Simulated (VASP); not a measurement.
# BeCd2Se3 (P6/mmm) in VASP: a series of runs

The runs below take BeCd2Se3 through single point, relaxation of cell and atoms, with PBE.

Program: VASP 6.6.1. These are calculated values, not measurements. Logs are shortened: lines on timing, memory, paths and dates and some standing lists are left out, and cuts for length are marked.

**1. The cell of the first run**

It takes space group P6/mmm (No. 191, hexagonal). Conventional cell: a = 6.544 Å, b = 6.544 Å, c = 3.599 Å, α = 90.00°, β = 90.00°, γ = 120.00°. Within 4.7 Å of Be (site symmetry 6/mmm) lie 2 Be at 3.60 Å and 12 Se at 3.73 Å and 6 Cd at 3.78 Å. Cd (site symmetry -6m2) has 6 Se at 2.61 Å within 3.4 Å. Within 3.4 Å of Se (site symmetry mmm) lie 4 Cd at 2.61 Å and 4 Se at 3.27 Å.

**2. Single point, PBE**

INCAR

```
ALGO = Normal ; EDIFF = 1E-6
ENCUT = 520 ; GGA = PE
ISIF = 2 ; ISMEAR = 0
LASPH = T ; LCHARG = F
LREAL = F ; LWAVE = F
NBANDS = 31 ; NELM = 60
PREC = Accurate ; SIGMA = 0.1
```

KPOINTS

```
k-points
0
Gamma
  3 3 6
```

POSCAR

```
BeCd2Se3
1.0
    6.5439336000      0.0000000000      0.0000000000
   -3.2719668000      5.6672127400      0.0000000000
    0.0000000000      0.0000000000      3.5992334300
Be Cd Se
1 2 3
Direct
    0.0000000000      0.0000000000      0.0000000000
    0.3333333300      0.6666666700      0.0000000000
    0.6666666700      0.3333333300      0.0000000000
    0.5000000000      0.0000000000      0.5000000000
    0.5000000000      0.5000000000      0.5000000000
    0.0000000000      0.5000000000      0.5000000000
```

Potentials or basis: VASP PAW PBE potentials, release 64 (Be, Cd, Se).

Run with:

```bash
cat potpaw_PBE.64/Be/POTCAR potpaw_PBE.64/Cd/POTCAR potpaw_PBE.64/Se/POTCAR > POTCAR
mpirun -np 1 vasp_std > vasp.out
```

OUTCAR:

```text
EDIFF = 1E-6
   ENCUT = 520
   GGA = PE
   ISIF = 2
   ISMEAR = 0
   LASPH = T
   LREAL = F
   NELM = 60
   PREC = Accurate

 ion  position               nearest neighbor table
   1  0.000  0.000  0.000-
   2  0.333  0.667  0.000-   6 2.61   6 2.61   4 2.61   4 2.61   5 2.61   5 2.61   3 3.78   3 3.78
                             3 3.78
   3  0.667  0.333  0.000-   6 2.61   6 2.61   4 2.61   4 2.61   5 2.61   5 2.61   2 3.78   2 3.78
                             2 3.78
   4  0.500  0.000  0.500-   2 2.61   3 2.61   2 2.61   3 2.61
   5  0.500  0.500  0.500-   2 2.61   3 2.61   2 2.61   3 2.61
   6  0.000  0.500  0.500-   2 2.61   3 2.61   2 2.61   3 2.61

  LATTYP: Found a hexagonal cell.
 ALAT       =     6.5439336000
 C/A-ratio  =     0.5500106893

  Lattice vectors:

 A1 = (   6.5439336000,   0.0000000000,   0.0000000000)
 A2 = (  -3.2719668000,   5.6672127400,   0.0000000000)
 A3 = (   0.0000000000,   0.0000000000,   3.5992334300)

Analysis of symmetry for initial positions (statically):
=====================================================================
 Subroutine PRICEL returns:
 Original cell was already a primitive cell.

 Routine SETGRP: Setting up the symmetry group for a
 hexagonal supercell.

 Subroutine GETGRP returns: Found 24 space group operations
 (whereof 24 operations were pure point group operations)
 out of a pool of 24 trial point group operations.

The static configuration has the point symmetry D_6h.

Analysis of symmetry for dynamics (positions and initial velocities):
=====================================================================
 Subroutine PRICEL returns:
 Original cell was already a primitive cell.

 Routine SETGRP: Setting up the symmetry group for a
 hexagonal supercell.

 Subroutine GETGRP returns: Found 24 space group operations
 (whereof 24 operations were pure point group operations)
 out of a pool of 24 trial point group operations.

The dynamic configuration has the point symmetry D_6h.

 Subroutine INISYM returns: Found 24 space group operations
 (whereof 24 operations are pure point group operations),
 and found     1 'primitive' translations

----------------------------------------------------------------------------------------

                                     Primitive cell

  volume of cell :     133.4807

  direct lattice vectors                    reciprocal lattice vectors
     6.543933600  0.000000000  0.000000000     0.152813286  0.088226792  0.000000000
[... 85 lines left out ...]
   IBRION =     -1    ionic relax: 0-MD 1-quasi-New 2-CG
   NFREE  =      0    steps in history (QN), initial steepest desc. (CG)
   ISIF   =      2    stress and relaxation
   ISYM   =      2    0-nonsym 1-usesym 2-fastsym
   POTIM  = 0.5000    time-step for ionic-motion
   TEBEG  =    0.0;   TEEND  =   0.0 temperature during run
   PSTRESS=    0.0 pullay stress
   NELECT =      44.0000    total number of electrons
   NUPDOWN=      -1.0000    fix difference up-down
   EMIN   =  10.00;   EMAX   =-10.00  energy-range for DOS
   EFERMI =   0.00;   METHOD = LEGACY
   ISMEAR =     0;   SIGMA  =   0.10  broadening in eV -4-tet -1-fermi 0-gaus
   EFERMI_NEDOS =   21; number of points for ismear=-14 and -15
   IALGO  =     38    algorithm
   IMIX   =      4    mixing-type and parameters
     AMIX     =   0.40;   BMIX     =  1.00
     AMIX_MAG =   1.60;   BMIX_MAG =  1.00
  volume/ion in A,a.u.               =      22.25       150.13
  Fermi-wavevector in a.u.,A,eV,Ry     =   1.130888  2.137068 17.400594  1.278908
  Thomas-Fermi vector in A             =   2.267586
   LORBIT       =      0    0 simple, 1 ext, 2 COOP (PROOUT), +10 PAW based schemes
   GGA     = PE    functional components
   LHFCALC =     F    Hartree Fock is set to
   AEXX    =    0.0000 exact exchange contribution
   IVDW    =     0    specifies the selected vdW correction
   LEPSILON=     F    determine dielectric tensor
   LRPA    =     F    only Hartree local field effects (RPA)
 non-spin polarized calculation
 Gauss-broadening in eV      SIGMA  =   0.10
  energy-cutoff  :      520.00
  volume of cell :      133.48
 maximum number of plane-waves:      3623
 NGX is ok and might be reduce to    50
   NGX = 25   NGY = 25   NGZ = 13

 number of electron      43.9999994 magnetization

 Free energy of the ion-electron system (eV)
  ---------------------------------------------------
  ext. energy  EPLUGINS =         0.00000000
  ---------------------------------------------------
  free energy    TOTEN  =       -11.29734616 eV

  energy without entropy =      -11.26339235  energy(sigma->0) =      -11.28036925

 E-fermi :   3.0430     XC(G=0):  -9.7012

 val. band max:        3.0368993413   @ k =   0.0000   0.0000   0.1667
 cond. band min:       3.0469567312   @ k =   0.0000   0.0000   0.1667
 fundamental gap:      0.0100573899
 Fermi energy:         3.0430101816

 k-point     1 :       0.0000    0.0000    0.0000
  band No.  band energies     occupation
      1     -11.7110      2.00000
      2     -10.0089      2.00000
      3     -10.0089      2.00000
      4      -6.7955      2.00000
      5      -6.1930      2.00000
      6      -6.1930      2.00000
[... 397 lines left out ...]
     30       9.9278      0.00000
     31      10.3121      0.00000

------------------------ aborting loop because EDIFF is reached ----------------------------------------

  FORCE on cell =-STRESS in cart. coord.  units (eV):
  Direction    XX          YY          ZZ          XY          YZ          ZX
  --------------------------------------------------------------------------------------
  -------------------------------------------------------------------------------------
  Total       10.4764393     10.4764393     15.4003774      0.0000000      0.0000000      0.0000000
  in kB      125.7493851    125.7493852    184.8517360      0.0000000      0.0000000      0.0000000
  external PRESSURE =     145.4501688 kB  Pullay stress =       0.0000000 kB

 VOLUME and BASIS-vectors are now :
 -----------------------------------------------------------------------------
  energy-cutoff  :      520.00
  volume of cell :      133.48
      direct lattice vectors                 reciprocal lattice vectors
     6.543933600  0.000000000  0.000000000     0.152813286  0.088226792  0.000000000
    -3.271966800  5.667212740  0.000000000     0.000000000  0.176453584  0.000000000
     0.000000000  0.000000000  3.599233430     0.000000000  0.000000000  0.277836939

 POSITION                                       TOTAL-FORCE (eV/Angst)
 -----------------------------------------------------------------------------------
      0.00000      0.00000      0.00000         0.000000      0.000000      0.000000
     -0.00000      3.77814      0.00000         0.000000      0.000000      0.000000
      3.27197      1.88907      0.00000        -0.000000      0.000000     -0.000000
      3.27197      0.00000      1.79962         0.000000      0.000000      0.000000
      1.63598      2.83361      1.79962         0.000000      0.000000      0.000000
     -1.63598      2.83361      1.79962         0.000000      0.000000      0.000000
 -----------------------------------------------------------------------------------
    total drift:                               -0.000000      0.000000     -0.000000

  FREE ENERGIE OF THE ION-ELECTRON SYSTEM (eV)
  ---------------------------------------------------
  free  energy   TOTEN  =       -11.2973461552 eV

  energy  without entropy=      -11.2633923544  energy(sigma->0) =      -11.28036925
```

OSZICAR:

```text
N       E                     dE             d eps       ncg     rms          rms(c)
DAV:   1     0.290098011198E+03    0.29010E+03   -0.20682E+04   744   0.128E+03
DAV:   2     0.608768230660E+01   -0.28401E+03   -0.27092E+03   836   0.303E+02
DAV:   3    -0.120766784718E+02   -0.18164E+02   -0.17672E+02   899   0.762E+01
DAV:   4    -0.123203553510E+02   -0.24368E+00   -0.24326E+00   856   0.823E+00
DAV:   5    -0.123232485986E+02   -0.28932E-02   -0.28916E-02   923   0.778E-01    0.140E+01
DAV:   6    -0.113858967178E+02    0.93735E+00   -0.27071E+00   953   0.150E+01    0.106E+01
DAV:   7    -0.113131051804E+02    0.72792E-01   -0.62057E-01   842   0.379E+00    0.660E+00
DAV:   8    -0.112987061443E+02    0.14399E-01   -0.58977E-02   863   0.191E+00    0.464E-01
DAV:   9    -0.112974971718E+02    0.12090E-02   -0.28273E-03   835   0.334E-01    0.187E-01
DAV:  10    -0.112973336436E+02    0.16353E-03   -0.16352E-03   863   0.176E-01    0.350E-02
DAV:  11    -0.112973361421E+02   -0.24985E-05   -0.70544E-05   828   0.446E-02    0.194E-02
DAV:  12    -0.112973462445E+02   -0.10102E-04   -0.95735E-06   884   0.193E-02    0.409E-03
DAV:  13    -0.112973461552E+02    0.89303E-07   -0.40115E-07   540   0.425E-03
   1 F= -.11297346E+02 E0= -.11280369E+02  d E =-.339538E-01
```

stdout:

```text
POSCAR found type information on POSCAR BeCdSe
 POSCAR found :  3 types and       6 ions
 scaLAPACK will be used
 LDA part: xc-table for (Slater+PW92), standard interpolation
 POSCAR, INCAR and KPOINTS ok, starting setup
 FFT: planning ... GRIDC
 FFT: planning ... GRID_SOFT
 FFT: planning ... GRID
 WAVECAR not read
 entering main loop
```

Run time: 31 s. Hardware: 1 thread of AMD EPYC 9R45 (Zen 5), shared host; peak memory 0.23 GiB.

What came out:

| Quantity | Value |
| --- | --- |
| Free energy | -11.2973 eV |
| Pressure | 14.5 GPa |
| Band gap on the k mesh | zero (band 22 reaches 3.43 eV, above the bottom of band 23 at 3.01 eV) |

Levels at points of the mesh, in eV from the Fermi level:
```tsv
k point	band 20	band 21	band 22	band 23	band 24	band 25
(0.00, 0.00, 0.00)	-0.19	-0.12	0.07	0.07	1.08	3.73
(0.00, 0.00, 0.50)	-1.45	0.11	0.39	0.86	0.86	0.96
```

Caveat: the k points lie up to 0.37 Å⁻¹ apart.

**3. Single point, PBE**

This run uses another cell than the first one, of 26.78 Å³/atom, 1.204 times its volume.

INCAR

```
SYSTEM = BeCd2Se3
PREC     = Accurate       ! precision mode
ENCUT    = 520            ! plane-wave cutoff, eV
EDIFF    = 1E-6           ! SCF threshold, eV
ISMEAR   = 0              ! smearing method
SIGMA    = 0.1            ! smearing width, eV
LREAL    = .False.        ! projectors in reciprocal space
LASPH    = .True.         ! aspherical terms in the spheres
NELM     = 60             ! most SCF steps
ALGO     = Normal         ! electronic algorithm
ISIF     = 2              ! what is computed and relaxed
LWAVE    = .False.        ! write WAVECAR
LCHARG   = .False.        ! write CHGCAR
GGA      = PE             ! functional
NBANDS   = 31             ! bands
```

KPOINTS

```
regular mesh
0
Gamma
  3 3 6
  0 0 0
```

POSCAR

```
BeCd2Se3
1.0
    6.7488076851      0.0000000000      0.0000000000
   -3.3744038426      5.8446389006      0.0000000000
    0.0000000000      0.0000000000      4.0741034500
Be Cd Se
1 2 3
Direct
    0.0000000000      0.0000000000      0.0000000000
    0.3333333333      0.6666666667      0.0000000000
    0.6666666667      0.3333333333      0.0000000000
    0.5000000000      0.0000000000      0.5000000000
    0.5000000000      0.5000000000      0.5000000000
    0.0000000000      0.5000000000      0.5000000000
```

Potentials or basis: VASP PAW PBE potentials, release 64 (Be, Cd, Se).

Run with:

```bash
cat potpaw_PBE.64/Be/POTCAR potpaw_PBE.64/Cd/POTCAR potpaw_PBE.64/Se/POTCAR > POTCAR
mpirun -np 1 vasp_std > vasp.out
```

OUTCAR:

```text
SYSTEM = BeCd2Se3
   PREC = Accurate
   ENCUT = 520
   EDIFF = 1E-6
   ISMEAR = 0
   LREAL = .False.
   LASPH = .True.
   NELM = 60
   ISIF = 2
   GGA = PE

 ion  position               nearest neighbor table
   1  0.000  0.000  0.000-
   2  0.333  0.667  0.000-   6 2.82   6 2.82   4 2.82   4 2.82   5 2.82   5 2.82
   3  0.667  0.333  0.000-   6 2.82   6 2.82   4 2.82   4 2.82   5 2.82   5 2.82
   4  0.500  0.000  0.500-   2 2.82   3 2.82   2 2.82   3 2.82
   5  0.500  0.500  0.500-   2 2.82   3 2.82   2 2.82   3 2.82
   6  0.000  0.500  0.500-   2 2.82   3 2.82   2 2.82   3 2.82

  LATTYP: Found a hexagonal cell.
 ALAT       =     6.7488076851
 C/A-ratio  =     0.6036775146

  Lattice vectors:

 A1 = (   6.7488076851,   0.0000000000,   0.0000000000)
 A2 = (  -3.3744038426,   5.8446389006,   0.0000000000)
 A3 = (   0.0000000000,   0.0000000000,   4.0741034500)

Analysis of symmetry for initial positions (statically):
=====================================================================
 Subroutine PRICEL returns:
 Original cell was already a primitive cell.

 Routine SETGRP: Setting up the symmetry group for a
[... 168 lines left out ...]
 fundamental gap:      0.0663661766
 Fermi energy:         1.6504965338

 k-point     1 :       0.0000    0.0000    0.0000
  band No.  band energies     occupation
      1     -12.0317      2.00000
      2     -10.6777      2.00000
      3     -10.6777      2.00000
      4      -7.2411      2.00000
      5      -7.0582      2.00000
      6      -7.0582      2.00000
[... 397 lines left out ...]
     30       8.0766      0.00000
     31       8.6383      0.00000

------------------------ aborting loop because EDIFF is reached ----------------------------------------

  FORCE on cell =-STRESS in cart. coord.  units (eV):
  Direction    XX          YY          ZZ          XY          YZ          ZX
  --------------------------------------------------------------------------------------
  -------------------------------------------------------------------------------------
  Total       -0.0233074     -0.0233074      0.5685241      0.0000000      0.0000000      0.0000000
  in kB       -0.2323739     -0.2323739      5.6681678      0.0000000      0.0000000      0.0000000
  external PRESSURE =       1.7344733 kB  Pullay stress =       0.0000000 kB

 VOLUME and BASIS-vectors are now :
 -----------------------------------------------------------------------------
  energy-cutoff  :      520.00
  volume of cell :      160.70
      direct lattice vectors                 reciprocal lattice vectors
     6.748807685  0.000000000  0.000000000     0.148174322  0.085548484  0.000000000
    -3.374403843  5.844638901  0.000000000     0.000000000  0.171096969  0.000000000
     0.000000000  0.000000000  4.074103450     0.000000000  0.000000000  0.245452776

 POSITION                                       TOTAL-FORCE (eV/Angst)
 -----------------------------------------------------------------------------------
      0.00000      0.00000      0.00000        -0.000000      0.000000      0.000000
     -0.00000      3.89643      0.00000         0.000000      0.000000     -0.000000
      3.37440      1.94821      0.00000        -0.000000      0.000000      0.000000
      3.37440      0.00000      2.03705        -0.000000      0.000000      0.000000
      1.68720      2.92232      2.03705        -0.000000      0.000000      0.000000
     -1.68720      2.92232      2.03705        -0.000000      0.000000      0.000000
 -----------------------------------------------------------------------------------
    total drift:                               -0.000000     -0.000000     -0.000000

  FREE ENERGIE OF THE ION-ELECTRON SYSTEM (eV)
  ---------------------------------------------------
  free  energy   TOTEN  =       -12.5915224870 eV

  energy  without entropy=      -12.5804370639  energy(sigma->0) =      -12.58597978
```

OSZICAR:

```text
N       E                     dE             d eps       ncg     rms          rms(c)
DAV:   1     0.277101994733E+03    0.27710E+03   -0.19849E+04   744   0.125E+03
DAV:   2     0.566777225798E+01   -0.27143E+03   -0.25813E+03   842   0.288E+02
DAV:   3    -0.132584099459E+02   -0.18926E+02   -0.18627E+02   913   0.748E+01
DAV:   4    -0.135164477553E+02   -0.25804E+00   -0.25626E+00   822   0.826E+00
DAV:   5    -0.135191188113E+02   -0.26711E-02   -0.26699E-02   914   0.762E-01    0.861E+00
DAV:   6    -0.126790539819E+02    0.84006E+00   -0.30808E+00   885   0.116E+01    0.698E+00
DAV:   7    -0.126119970168E+02    0.67057E-01   -0.39110E-01   814   0.308E+00    0.431E+00
DAV:   8    -0.125980396689E+02    0.13957E-01   -0.10807E-01   835   0.174E+00    0.371E-01
DAV:   9    -0.125916757756E+02    0.63639E-02   -0.21936E-02   821   0.672E-01    0.119E-01
DAV:  10    -0.125914691985E+02    0.20658E-03   -0.13416E-03   814   0.273E-01    0.628E-02
DAV:  11    -0.125915552009E+02   -0.86002E-04   -0.59148E-04   829   0.898E-02    0.320E-02
DAV:  12    -0.125915255870E+02    0.29614E-04   -0.45832E-05   842   0.364E-02    0.174E-02
DAV:  13    -0.125915223515E+02    0.32355E-05   -0.27425E-05   835   0.214E-02    0.245E-03
DAV:  14    -0.125915224870E+02   -0.13548E-06   -0.19623E-06   725   0.670E-03
   1 F= -.12591522E+02 E0= -.12585980E+02  d E =-.110854E-01
```

stdout:

```text
POSCAR found type information on POSCAR BeCdSe
 POSCAR found :  3 types and       6 ions
 scaLAPACK will be used
 LDA part: xc-table for (Slater+PW92), standard interpolation
 POSCAR, INCAR and KPOINTS ok, starting setup
 FFT: planning ... GRIDC
 FFT: planning ... GRID_SOFT
 FFT: planning ... GRID
 WAVECAR not read
 entering main loop
```

Run time: 34 s. Hardware: 1 thread of AMD EPYC 9R45 (Zen 5), shared host; peak memory 0.24 GiB.

What came out:

* Free energy: -12.5915 eV
* Pressure: 0.2 GPa
* Band gap on the k mesh: zero (band 22 reaches 1.97 eV, above the bottom of band 23 at 1.47 eV)

Stress tensor (GPa, compression positive):
```
-0.02  0.00  0.00
 0.00 -0.02  0.00
 0.00  0.00  0.57
```

**4. Single point, PBE**

This run uses another cell than the first one, of 27.27 Å³/atom, 1.226 times its volume.

INCAR

```
SYSTEM = BeCd2Se3
PREC = Accurate
ENCUT = 520
EDIFF = 1E-6
ISMEAR = 0
SIGMA = 0.1
LREAL = .False.
LASPH = .True.
NELM = 100
ALGO = Normal
ISIF = 2
LWAVE = .False.
LCHARG = .True.
GGA = PE
LELF = .True.
LVHAR = .True.
NBANDS = 31
```

KPOINTS

```
Automatic mesh
0
Gamma
  6 6 10
  0 0 0
```

POSCAR, as its differences from that of step 3:

```diff
@@ -2,5 +2,5 @@
 1.0
-    6.7488076851      0.0000000000      0.0000000000
-   -3.3744038426      5.8446389006      0.0000000000
-    0.0000000000      0.0000000000      4.0741034500
+    6.8841525903      0.0000000000      0.0000000000
+   -3.4420762952      5.9618510267      0.0000000000
+    0.0000000000      0.0000000000      3.9864348990
 Be Cd Se
```

Run with:

```bash
cat potpaw_PBE.64/Be/POTCAR potpaw_PBE.64/Cd/POTCAR potpaw_PBE.64/Se/POTCAR > POTCAR
mpirun -np 1 vasp_std > vasp.out
```

Wall time 2.6 min (1 thread of AMD EPYC 9R45 (Zen 5), shared host); peak memory 0.36 GiB.

Results (log left out):

```yaml
Free_energy: -12.4032 eV
Pressure: 0.2 GPa
Band_gap_on_the_k_mesh: zero (band 22 reaches 1.75 eV, above the bottom of band 23 at 1.13 eV)
```

Stress tensor (GPa, compression positive):
```
0.14 0.00 0.00
0.00 0.14 0.00
0.00 0.00 0.31
```

Levels at points of the mesh, in eV from the Fermi level:
| k point | band 20 | band 21 | band 22 | band 23 | band 24 | band 25 |
| --- | --- | --- | --- | --- | --- | --- |
| (0.00, 0.00, 0.00) | -0.23 | 0.08 | 0.08 | 0.15 | 0.21 | 3.54 |
| (0.50, 0.00, 0.00) | -1.09 | -0.24 | 0.02 | 0.16 | 1.14 | 2.77 |
| (0.00, 0.00, 0.50) | -1.11 | 0.00 | 0.41 | 0.67 | 0.67 | 1.61 |
| (0.50, 0.00, 0.50) | -1.22 | -0.86 | -0.52 | 0.62 | 1.14 | 2.48 |

[end of part 1 of 2]
